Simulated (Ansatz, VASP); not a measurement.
**Co in VASP and in Ansatz**

```
CELL_PARAMETERS angstrom
0.00000 1.75770 1.75770
1.75770 0.00000 1.75770
1.75770 1.75770 0.00000
ATOMIC_POSITIONS crystal
Co 0.00000 0.00000 0.00000
```

Alike in both runs: task single point; functional PBEsol; k mesh 17 × 17 × 17; occupations fermi-dirac, width 0.05 eV; collinear spin.

|  | VASP | Ansatz |
| --- | --- | --- |
| version | VASP 6.6.1 | Ansatz 0.2.0 |
| potentials or method | VASP PAW PBE potentials, release 64 (Co), cutoff 520 eV | plane waves (420 eV) with PAW, scalar-relativistic |
| valence electrons in the cell | 9 | 17 |

VASP gave:

```
pressure (GPa)                                                : -9.4
net moment per atom (μB)                                      : 1.66
size of the moment on the site where the two differ most (μB) : 1.67
```

Estimate Ansatz's values.

pressure (GPa): -8.7; net moment per atom (μB): 1.67; size of the moment on the site where the two differ most (μB): 1.73.

VASP's potentials were made for PBE, not for PBEsol, and Ansatz warns of the same on its side. Site moments also hang on the region over which each program counts them. VASP's potentials hold 9 valence electrons a cell and Ansatz's 17, so a difference there can come from the potentials and not from the codes.
